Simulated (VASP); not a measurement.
# MoS2 (P6_3/mmc) in VASP: notebook, part 2 of 2

VASP 6.6.1. The steps go on from the part before.

**3. Single point, PBE (strain -1.0%)**

Input file INCAR:

```
ALGO = Normal ; EDIFF = 1E-6
ENCUT = 520 ; GGA = PE
ISIF = 2 ; ISMEAR = -1
LASPH = True ; LCHARG = False
LREAL = False ; LWAVE = False
NBANDS = 35 ; NELM = 60
PREC = Accurate ; SIGMA = 0.02
```

Input file KPOINTS:

```
k-points
0
Gamma
  12 12 2
```

Input file POSCAR:

```
MoS2
1.0
    3.1412897300      0.0000000000      0.0000000000
   -1.5706448650      2.7204367068      0.0000000000
    0.0000000000      0.0000000000     12.3115369996
Mo S
2 4
Direct
    0.3333333333      0.6666666667      0.2500000000
    0.6666666667      0.3333333333      0.7500000000
    0.6666666667      0.3333333333      0.3770595918
    0.6666666667      0.3333333333      0.1229404082
    0.3333333333      0.6666666667      0.8770595918
    0.3333333333      0.6666666667      0.6229404082
```

Potentials or basis: VASP PAW PBE potentials, release 64 (Mo_sv, S).

Launch:

```sh
$ cat potpaw_PBE.64/Mo_sv/POTCAR potpaw_PBE.64/S/POTCAR > POTCAR
$ mpirun -np 1 vasp_std > vasp.out
```

OUTCAR:

```text
EDIFF = 1E-6
   ENCUT = 520
   GGA = PE
   ISIF = 2
   ISMEAR = -1
   LASPH = True
   LREAL = False
   NELM = 60
   PREC = Accurate

 ion  position               nearest neighbor table
   1  0.333  0.667  0.250-   3 2.40   4 2.40   3 2.40   4 2.40   3 2.40   4 2.40
   2  0.667  0.333  0.750-   5 2.40   6 2.40   5 2.40   6 2.40   5 2.40   6 2.40
   3  0.667  0.333  0.377-   1 2.40   1 2.40   1 2.40
   4  0.667  0.333  0.123-   1 2.40   1 2.40   1 2.40
   5  0.333  0.667  0.877-   2 2.40   2 2.40   2 2.40
   6  0.333  0.667  0.623-   2 2.40   2 2.40   2 2.40

  LATTYP: Found a hexagonal cell.
 ALAT       =     3.1412897300
 C/A-ratio  =     3.9192618503

  Lattice vectors:

 A1 = (   3.1412897300,   0.0000000000,   0.0000000000)
 A2 = (  -1.5706448650,   2.7204367068,   0.0000000000)
 A3 = (   0.0000000000,   0.0000000000,  12.3115369996)

Analysis of symmetry for initial positions (statically):
=====================================================================
 Subroutine PRICEL returns:
 Original cell was already a primitive cell.

 Routine SETGRP: Setting up the symmetry group for a
 hexagonal supercell.

 Subroutine GETGRP returns: Found 24 space group operations
 (whereof 12 operations were pure point group operations)
 out of a pool of 24 trial point group operations.

The static configuration has the point symmetry D_3d.
 The point group associated with its full space group is D_6h.

Analysis of symmetry for dynamics (positions and initial velocities):
=====================================================================
 Subroutine PRICEL returns:
 Original cell was already a primitive cell.

 Routine SETGRP: Setting up the symmetry group for a
 hexagonal supercell.

 Subroutine GETGRP returns: Found 24 space group operations
 (whereof 12 operations were pure point group operations)
 out of a pool of 24 trial point group operations.

The dynamic configuration has the point symmetry D_3d.
[... 129 lines left out ...]
  volume/ion in A,a.u.               =      17.54       118.33
  Fermi-wavevector in a.u.,A,eV,Ry     =   1.294364  2.445993 22.794892  1.675377
  Thomas-Fermi vector in A             =   2.425951
   LORBIT       =      0    0 simple, 1 ext, 2 COOP (PROOUT), +10 PAW based schemes
   GGA     = PE    functional components
   LHFCALC =     F    Hartree Fock is set to
   AEXX    =    0.0000 exact exchange contribution
   IVDW    =     0    specifies the selected vdW correction
   LEPSILON=     F    determine dielectric tensor
   LRPA    =     F    only Hartree local field effects (RPA)
 non-spin polarized calculation
  energy-cutoff  :      520.00
  volume of cell :      105.21
 maximum number of plane-waves:      2856
 NGX is ok and might be reduce to    24
   NGX = 11   NGY = 11   NGZ = 45

 number of electron      51.9999998 magnetization

 Free energy of the ion-electron system (eV)
  ---------------------------------------------------
  ext. energy  EPLUGINS =         0.00000000
  ---------------------------------------------------
  free energy    TOTEN  =       -43.57277357 eV

  energy without entropy =      -43.57277357  energy(sigma->0) =      -43.57277357

 E-fermi :   8.1378     XC(G=0): -10.9092

 val. band max:        7.6874471816   @ k =   0.0000   0.0000   0.0000
 cond. band min:       8.5999228345   @ k =   0.1667   0.1667   0.0000
 fundamental gap:      0.9124756529
 Fermi energy:         8.1377980307

 k-point     1 :       0.0000    0.0000    0.0000
  band No.  band energies     occupation
      1     -53.7602      2.00000
      2     -53.7602      2.00000
      3     -27.9313      2.00000
      4     -27.9312      2.00000
      5     -27.6793      2.00000
      6     -27.6793      2.00000
[... 901 lines left out ...]
     34      11.2531      0.00000
     35      14.4726      0.00000

 [... further k-points ...]

------------------------ aborting loop because EDIFF is reached ----------------------------------------

  FORCE on cell =-STRESS in cart. coord.  units (eV):
  Direction    XX          YY          ZZ          XY          YZ          ZX
  --------------------------------------------------------------------------------------
  -------------------------------------------------------------------------------------
  Total        3.2140726      3.2140726      2.6691010      0.0000000      0.0000000      0.0000000
  in kB       48.9448922     48.9448922     40.6458955      0.0000000      0.0000000      0.0000000
  external PRESSURE =      46.1785599 kB  Pullay stress =       0.0000000 kB

 VOLUME and BASIS-vectors are now :
 -----------------------------------------------------------------------------
  energy-cutoff  :      520.00
  volume of cell :      105.21
      direct lattice vectors                 reciprocal lattice vectors
     3.141289730  0.000000000  0.000000000     0.318340582  0.183794021  0.000000000
    -1.570644865  2.720436707  0.000000000     0.000000000  0.367588041  0.000000000
     0.000000000  0.000000000 12.311537000     0.000000000  0.000000000  0.081224627

 POSITION                                       TOTAL-FORCE (eV/Angst)
 -----------------------------------------------------------------------------------
     -0.00000      1.81362      3.07788         0.000000     -0.000000      0.000000
      1.57064      0.90681      9.23365         0.000000     -0.000000      0.000000
      1.57064      0.90681      4.64218        -0.000000     -0.000000      0.112955
      1.57064      0.90681      1.51359        -0.000000     -0.000000     -0.112955
     -0.00000      1.81362     10.79795        -0.000000      0.000000      0.112955
     -0.00000      1.81362      7.66935        -0.000000      0.000000     -0.112955
 -----------------------------------------------------------------------------------
    total drift:                               -0.000000      0.000000     -0.000000

  FREE ENERGIE OF THE ION-ELECTRON SYSTEM (eV)
  ---------------------------------------------------
  free  energy   TOTEN  =       -43.5727735693 eV

  energy  without entropy=      -43.5727735693  energy(sigma->0) =      -43.57277357
```

It took 67 s on 1 thread of Intel Xeon 6975P-C (Granite Rapids), shared host; peak memory 0.27 GiB.

Results:

```yaml
Free_energy: -43.5728 eV
Pressure: 4.6 GPa
Largest_force: 0.113 eV/Å
Band_gap_on_the_k_mesh: 0.91 eV, indirect (least direct gap 1.74 eV)
```

Forces in eV/Å, atoms in the order of the input:
```
Mo   0.000  0.000  0.000
Mo   0.000  0.000  0.000
S    0.000  0.000  0.113
S    0.000  0.000 -0.113
S    0.000  0.000  0.113
S    0.000  0.000 -0.113
```

Stress tensor (GPa, compression positive):
```
4.89 0.00 0.00
0.00 4.89 0.00
0.00 0.00 4.06
```

Caveat: the cell differs from its parent crystal (strain -1.0%); this functional lacks dispersion, which binds the layers, so the pressure and a relaxed spacing across them are unreliable.
